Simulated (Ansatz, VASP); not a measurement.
Cr: VASP beside Ansatz

```xyz
1
Lattice="-0.0174 1.8156 1.8107 1.8310 -0.0170 1.8103 1.8559 1.8401 -0.0419" Properties=species:S:1:pos:R:3 pbc="T T T"
Cr    0.0000    0.0000    0.0000
```

Alike in both runs: task single point; functional PBE; k mesh 10 × 10 × 10; occupations fermi-dirac, width 0.05 eV; collinear spin; fixed moment 2.2 μB.

```csv
,VASP,Ansatz
version,VASP 6.6.1,Ansatz 0.2.0
potentials or method,"VASP PAW PBE potentials, release 64 (Cr_pv)",Ansatz PAW
plane-wave cutoff (eV),520,420
valence electrons in the cell,12,14
```

Ansatz gave:

* pressure (GPa): 12.7
* traceless stress, the component that is largest in VASP (GPa): 3.31
* net moment per atom (μB): 2.20
* size of the moment on the site where the two differ most (μB): 1.96

**Question.** Estimate VASP's values.

**Answer.** Pressure (GPa): 12.4; traceless stress, the component that is largest in VASP (GPa): 3.27; net moment per atom (μB): 2.20; size of the moment on the site where the two differ most (μB): 2.04.

Site moments also hang on the region over which each program counts them. VASP's potentials hold 12 valence electrons a cell and Ansatz's 14, so a difference there can come from the potentials and not from the codes.
